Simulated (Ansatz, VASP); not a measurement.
## One calculation of Pt, two programs

```xyz
1
Lattice="-1.5842 1.6535 1.6535 1.5842 -1.5149 1.5149 1.5842 1.5149 -1.5149" Properties=species:S:1:pos:R:3 pbc="T T T"
Pt    0.0000    0.0000    0.0000
```

Change from the starting cell: strain +0.0875 x Voigt [0, 0, 0, 1, 0, 0], atoms carried along.

Alike in both runs: task single point; functional r2SCAN; k mesh 22 × 22 × 22; occupations gaussian, width 0.15 eV; no spin polarisation.

|  | VASP | Ansatz |
| --- | --- | --- |
| version | VASP 6.6.1 | Ansatz 0.2.0 |
| potentials or method | VASP PAW PBE potentials, release 64 (Pt), cutoff 520 eV | scalar-relativistic, plane waves, PAW |
| valence electrons in the cell | 10 | 18 |

```csv
,VASP,Ansatz,Ansatz less VASP
gap on the k mesh at the Fermi level (eV),none,none,-
pressure (GPa),-3.3,-3.9,-0.56
"traceless stress, the component that is largest in VASP (GPa)",-12.17,-12.00,+0.171
```

VASP's potentials were made for PBE, not for r2SCAN. A gap of «none» marks a metal or a gap that the smearing closes. VASP's potentials hold 10 valence electrons a cell and Ansatz's 18, so a difference there can come from the potentials and not from the codes.

Neither program's run includes spin-orbit coupling.
